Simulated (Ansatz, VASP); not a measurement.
# One calculation of MoW14, two programs

```
W Mo
1.0
     6.32000    0.00000    0.00000
     0.00000    6.32000    0.00000
     0.00000    0.00000    6.32000
W Mo
14 1
Direct
  0.00001 0.00227 0.00088
  0.49973 0.00252 0.00058
  0.99972 0.00252 0.50059
  0.50005 0.50224 0.00089
  0.49919 0.00301 0.50011
  0.75164 0.25397 0.24910
  0.00003 0.50223 0.50090
  0.24829 0.75065 0.24913
  0.24829 0.25399 0.75244
  0.49973 0.50249 0.50060
  0.75211 0.75012 0.24880
  0.75214 0.25442 0.75298
  0.24784 0.75016 0.75303
  0.75194 0.75030 0.75287
  0.24757 0.25473 0.24836
```

Alike in both runs: functional PBEsol; k mesh 3 × 3 × 3; occupations fermi-dirac, width 0.15 eV; no spin polarisation.

Ansatz relaxed the structure, and its values are those at the end. VASP's run is a single point on that final structure, the one shown.

|  | VASP | Ansatz |
| --- | --- | --- |
| version | VASP 6.6.1 | Ansatz 0.2.0 |
| potentials or method | VASP PAW PBE potentials, release 64 (W_sv, Mo_sv), cutoff 520 eV | scalar-relativistic, plane waves, PAW |
| valence electrons in the cell | 210 | 210 |

```tsv
	VASP	Ansatz	Ansatz less VASP
rms of the force components (eV/Å)	0.009	0.008	-0.0013
```

VASP's potentials were made for PBE, not for PBEsol, and Ansatz warns of the same on its side.

Neither program's run includes spin-orbit coupling.
